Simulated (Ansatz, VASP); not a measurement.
One calculation of SrO, two programs

```
Sr O
1.0
     3.63668    0.00000    0.00000
    -1.81834    3.14946    0.00000
     0.00000    0.00000    6.34687
Sr O
2 2
Cartesian
  0.0000 2.0996 1.6032
  1.8183 1.0498 4.7766
  0.0000 0.0000 -0.0903
  0.0000 0.0000 3.0832
```

Change from the starting cell: mode 8 frozen in at -0.089 Å, equal normal strain along x, y and z +0.0167.

Alike in both runs: task single point; functional PBE; k mesh 9 × 9 × 4; occupations gaussian, width 0.05 eV; no spin polarisation.

|  | VASP | Ansatz |
| --- | --- | --- |
| version | VASP 6.6.1 | Ansatz 0.2.0 |
| potentials or method | VASP PAW PBE potentials, release 64 (Sr_sv, O), cutoff 520 eV | scalar-relativistic, plane waves, PAW |
| valence electrons in the cell | 32 | 32 |

|  | VASP | Ansatz | Ansatz less VASP |
| --- | --- | --- | --- |
| gap on the k mesh at the Fermi level (eV) | 2.74 | 2.74 | +0.003 |
| least direct gap on the mesh (eV) | 2.74 | 2.74 | +0.003 |
| pressure (GPa) | -2.9 | -3.4 | -0.43 |
| traceless stress, the component that is largest in VASP (GPa) | -0.34 | -0.33 | +0.013 |
| rms of the force components (eV/Å) | 0.090 | 0.083 | -0.0069 |

Atom by atom the forces differ by 0.007 eV/Å (rms over components).
